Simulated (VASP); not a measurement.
# P (Fm-3m) in VASP: notebook, part 2 of 2

VASP 6.6.1. Earlier steps stand in the parts before.

## 4. Single point, PBE (volume scaled by 0.96)

The input, INCAR:

```
SYSTEM = P
ALGO = Normal ; EDIFF = 1E-6
ENCUT = 520 ; GGA = PE
ISIF = 2 ; ISMEAR = -1
LASPH = .TRUE. ; LCHARG = .FALSE.
LREAL = .FALSE. ; LWAVE = .FALSE.
NBANDS = 8 ; NELM = 60
PREC = Accurate ; SIGMA = 0.1
```

The input, KPOINTS:

```
k-points
0
G
  16 16 16
  0 0 0
```

The input, POSCAR:

```
P
1.0
    0.0000000000      1.9113641148      1.9113641148
    1.9113641148      0.0000000000      1.9113641148
    1.9113641148      1.9113641148      0.0000000000
P
1
Direct
    0.0000000000      0.0000000000      0.0000000000
```

Potentials or basis: VASP PAW PBE potentials, release 64 (P).

Run with:

```console
cat potpaw_PBE.64/P/POTCAR > POTCAR
mpirun -np 1 vasp_std > vasp.out
```

OUTCAR:

```text
SYSTEM = P
   EDIFF = 1E-6
   ENCUT = 520
   GGA = PE
   ISIF = 2
   ISMEAR = -1
   LASPH = .TRUE.
   LREAL = .FALSE.
   NELM = 60
   PREC = Accurate

 ion  position               nearest neighbor table
   1  0.000  0.000  0.000-

  LATTYP: Found a face centered cubic cell.
 ALAT       =     3.8227282296

  Lattice vectors:

 A1 = (   0.0000000000,   1.9113641148,   1.9113641148)
 A2 = (   1.9113641148,   0.0000000000,   1.9113641148)
 A3 = (   1.9113641148,   1.9113641148,   0.0000000000)

Analysis of symmetry for initial positions (statically):
=====================================================================
 Subroutine PRICEL returns:
 Original cell was already a primitive cell.

 Routine SETGRP: Setting up the symmetry group for a
 face centered cubic supercell.

 Subroutine GETGRP returns: Found 48 space group operations
 (whereof 48 operations were pure point group operations)
 out of a pool of 48 trial point group operations.

The static configuration has the point symmetry O_h .

Analysis of symmetry for dynamics (positions and initial velocities):
=====================================================================
 Subroutine PRICEL returns:
[... 152 lines left out ...]
  energy without entropy =       -4.49631710  energy(sigma->0) =       -4.50605662

 E-fermi :  10.3495     XC(G=0): -11.6622

 val. band max:       10.3360422727   @ k =  -0.4375   0.3750   0.1875
 cond. band min:      10.3672723414   @ k =  -0.4375   0.5000   0.0625
 fundamental gap:      0.0312300687
 Fermi energy:        10.3495392521

 k-point     1 :       0.0000    0.0000    0.0000
  band No.  band energies     occupation
      1      -6.3874      2.00000
      2      17.5448      0.00000
      3      17.5448      0.00000
      4      17.5448      0.00000
      5      21.8917      0.00000
      6      21.8917      0.00000
      7      21.8917      0.00000
      8      28.3458      0.00000
[... 243 lines left out ...]
 k-point    24 :      -0.0625    0.0625    0.0000
  band No.  band energies     occupation
      1      -6.0870      2.00000
      2      15.7657      0.00000
      3      16.1217      0.00000
      4      17.5466      0.00000
      5      22.0295      0.00000
      6      22.1851      0.00000
      7      23.1520      0.00000
      8      26.8322      0.00000

 [... further k-points ...]
[... 5 lines left out ...]
  --------------------------------------------------------------------------------------
  -------------------------------------------------------------------------------------
  Total        0.3857487      0.3857487      0.3857487      0.0000000     -0.0000000      0.0000000
  in kB       44.2542327     44.2542327     44.2542327      0.0000000     -0.0000000      0.0000000
  external PRESSURE =      44.2542327 kB  Pullay stress =       0.0000000 kB

 VOLUME and BASIS-vectors are now :
 -----------------------------------------------------------------------------
  energy-cutoff  :      520.00
  volume of cell :       13.97
      direct lattice vectors                 reciprocal lattice vectors
     0.000000000  1.911364115  1.911364115    -0.261593276  0.261593276  0.261593276
     1.911364115  0.000000000  1.911364115     0.261593276 -0.261593276  0.261593276
     1.911364115  1.911364115  0.000000000     0.261593276  0.261593276 -0.261593276

 POSITION                                       TOTAL-FORCE (eV/Angst)
 -----------------------------------------------------------------------------------
      0.00000      0.00000      0.00000         0.000000     -0.000000     -0.000000
 -----------------------------------------------------------------------------------
    total drift:                                0.000000      0.000000      0.000000

  FREE ENERGIE OF THE ION-ELECTRON SYSTEM (eV)
  ---------------------------------------------------
  free  energy   TOTEN  =        -4.5157961468 eV

  energy  without entropy=       -4.4963170998  energy(sigma->0) =       -4.50605662
```

Wall time 13 s (1 thread of AMD EPYC 7R43 (Zen 3), shared host); peak memory 0.09 GiB.

What came out:

```
Free energy : -4.5158 eV
Pressure    : 4.4 GPa
```

Levels at points of the mesh, in eV from the Fermi level:
| k point | band 1 | band 2 | band 3 | band 4 | band 5 | band 6 | band 7 |
| --- | --- | --- | --- | --- | --- | --- | --- |
| (0.00, 0.00, 0.00) | -16.74 | 7.20 | 7.20 | 7.20 | 11.54 | 11.54 | 11.54 |
| (0.50, 0.00, 0.00) | -10.62 | -8.34 | 5.11 | 5.11 | 10.57 | 10.57 | 11.02 |
| (0.50, 0.50, 0.00) | -7.84 | -6.95 | 0.75 | 0.75 | 4.27 | 5.09 | 23.50 |

Caveat: the cell differs from its parent crystal (volume scaled by 0.96).

## 5. Single point, PBE

This run uses another cell than the first one, of 14.55 Å³/atom, 1.136 times its volume.

The input, INCAR:

```
PREC = Accurate
ENCUT = 520
EDIFF = 1E-7
ISMEAR = -1
SIGMA = 0.1
LREAL = False
LASPH = True
NELM = 100
ALGO = Normal
ISIF = 2
LWAVE = False
LCHARG = False
GGA = PE
NBANDS = 8
```

The input, KPOINTS:

```
regular mesh
0
Gamma
  16 16 16
```

The input, POSCAR:

```
P
1.0
    0.0000000000      1.9375504389      1.9375504389
    1.9375504389      0.0000000000      1.9375504389
    1.9375504389      1.9375504389      0.0000000000
P
1
Direct
    0.0000000000      0.0000000000      0.0000000000
```

Run with:

```console
cat potpaw_PBE.64/P/POTCAR > POTCAR
mpirun -np 1 vasp_std > vasp.out
```

It took 12 s on 1 thread of AMD EPYC 7R43 (Zen 3), shared host; peak memory 0.09 GiB.

It converged, with:

* Free energy: -4.5243 eV
* Pressure: 0.3 GPa

Levels at points of the mesh, in eV from the Fermi level:
| k point | band 1 | band 2 | band 3 | band 4 | band 5 | band 6 | band 7 |
| --- | --- | --- | --- | --- | --- | --- | --- |
| (0.00, 0.00, 0.00) | -16.30 | 6.81 | 6.81 | 6.81 | 11.46 | 11.46 | 11.46 |
| (0.50, 0.00, 0.00) | -10.47 | -8.00 | 4.83 | 4.83 | 10.52 | 10.52 | 10.70 |
| (0.50, 0.50, 0.00) | -7.84 | -6.67 | 0.71 | 0.71 | 4.41 | 5.04 | 23.00 |

## 6. Single point, PBE (volume scaled by 1.04)

The input, INCAR:

```
PREC     = Accurate       # precision mode
ENCUT    = 520            # plane-wave cutoff, eV
EDIFF    = 1E-6           # SCF threshold, eV
ISMEAR   = -1             # smearing method
SIGMA    = 0.1            # smearing width, eV
LREAL    = F              # projectors in reciprocal space
LASPH    = T              # aspherical terms in the spheres
NELM     = 60             # most SCF steps
ALGO     = Normal         # electronic algorithm
ISIF     = 2              # what is computed and relaxed
LWAVE    = F              # write WAVECAR
LCHARG   = F              # write CHGCAR
GGA      = PE             # functional
NBANDS   = 8              # bands
```

KPOINTS is that of step 5.

The input, POSCAR:

```
P
1.0
    0.0000000000      1.9630474476      1.9630474476
    1.9630474476      0.0000000000      1.9630474476
    1.9630474476      1.9630474476      0.0000000000
P
1
Direct
    0.0000000000      0.0000000000      0.0000000000
```

Potentials or basis: VASP PAW PBE potentials, release 64 (P).

Run with:

```console
cat potpaw_PBE.64/P/POTCAR > POTCAR
mpirun -np 1 vasp_std > vasp.out
```

It took 18 s on 1 thread of AMD EPYC 7R43 (Zen 3), shared host; peak memory 0.1 GiB.

Results (log left out):

| Item | Value |
| --- | --- |
| Free energy | -4.5188 eV |
| Pressure | -3.2 GPa |

Levels at points of the mesh, in eV from the Fermi level:
```tsv
k point	band 1	band 2	band 3	band 4	band 5
(0.00, 0.00, 0.00)	-15.91	6.46	6.46	6.46	11.37
(0.50, 0.00, 0.00)	-10.34	-7.68	4.58	4.58	10.41
(0.50, 0.50, 0.00)	-7.85	-6.41	0.67	0.67	4.54
```

Caveat: the cell differs from its parent crystal (volume scaled by 1.04).

## 7. Summary

```csv
cell,gap on the mesh (eV),pressure (GPa)
"a = 2.626 Å, angles 60.0°, 1 atom",none,15.3
"a = 2.665 Å, angles 60.0°, 1 atom",none,9.4
"a = 2.703 Å, angles 60.0°, 1 atom",none,4.4
"a = 2.740 Å, angles 60.0°, 1 atom",none,0.3
"a = 2.776 Å, angles 60.0°, 1 atom",none,-3.2
```

Alike in all rows: task single point; level PBE; potentials or basis VASP PAW PBE potentials, release 64 (P); no spin polarisation; k mesh 16 × 16 × 16; cutoff (eV) 520; smearing fermi-dirac 0.1 eV.

Absolute energies hang on the potentials; compare differences alone.
